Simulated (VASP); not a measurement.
Here is a VASP 6.6.1 calculation.

Contents of INCAR:

```
SYSTEM = Te
ALGO = Normal
EDIFF = 1E-6
EDIFFG = -0.01
ENCUT = 600
GGA = RP
IBRION = 2
ISIF = 3
ISMEAR = -1
LASPH = .True.
LCHARG = .False.
LREAL = .False.
LWAVE = .False.
NELM = 100
NSW = 80
PREC = Accurate
SIGMA = 0.1
```

The input KPOINTS:

```
k-points
0
Gamma
  11 11 6
  0 0 0
```

POSCAR

```
Te
1.0
    3.4420649897      0.0000000000      0.0000000000
   -1.7210324948      2.9809157225      0.0000000000
    0.0000000000      0.0000000000      5.6208921281
Te
2
Direct
    0.3333333333      0.6666666667      0.2500000000
    0.6666666667      0.3333333333      0.7500000000
```

Potentials or basis: VASP PAW PBE potentials, release 64 (Te).

Command:

```bash
$ cat potpaw_PBE.64/Te/POTCAR > POTCAR
$ mpirun -np 1 vasp_std > vasp.out
```

(1) Predict the space group after relaxing (to 0.1 Å).

(2) Estimate the relaxed cell.

(3) Predict the relaxed volume.

(4) Predict the band gap on the k mesh.

## Answers

(1) P6_3/mmc (No. 194).

(2) a = 4.131 Å, b = 4.131 Å, c = 4.407 Å, α = 90.00°, β = 90.00°, γ = 120.00°.

(3) 32.57 Å³/atom.

(4) zero (bands 6 and 7 overlap by 1.88 eV).

Caveat: a cell axis changed by over 15 % at a fixed basis, so the end point is rough; the PAW data sets were made with another functional, which shifts forces and pressure a little; spin-orbit coupling is left out, which moves the levels of the heavy elements.
